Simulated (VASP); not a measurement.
A run of VASP 6.6.1 is set up as follows.

INCAR

```
ALGO = Normal
EDIFF = 1E-6
ENCUT = 500
GGA = PE
GGA_COMPAT = False
ISIF = 2
ISMEAR = -1
LASPH = True
LCHARG = False
LREAL = False
LWAVE = False
NBANDS = 12
NELM = 120
PREC = Accurate
SIGMA = 0.06122561905347299
```

Contents of KPOINTS:

```
k-points
0
Gamma
  52 52 52
```

Contents of POSCAR:

```
Cr
1.0
    0.0000000000      1.7747559646      1.7747559646
    1.7747559646      0.0000000000      1.7747559646
    1.7747559646      1.7747559646      0.0000000000
Cr
1
Direct
    0.0000000000      0.0000000000      0.0000000000
```

Potentials or basis: VASP PAW PBE potentials, release 64 (Cr_pv).

Command:

```console
$ cat potpaw_PBE.64/Cr_pv/POTCAR > POTCAR
$ mpirun -np 1 vasp_std > vasp.out
```

(1) What does it give for the band gap on the k mesh?

(2) What does it give for the pressure?

## Answers

(1) zero (bands 6 and 7 overlap by 3.20 eV).

(2) 15.8 GPa.

Caveat: the cell stands under pressure; the run has no spin polarisation, though such a crystal can be magnetic.
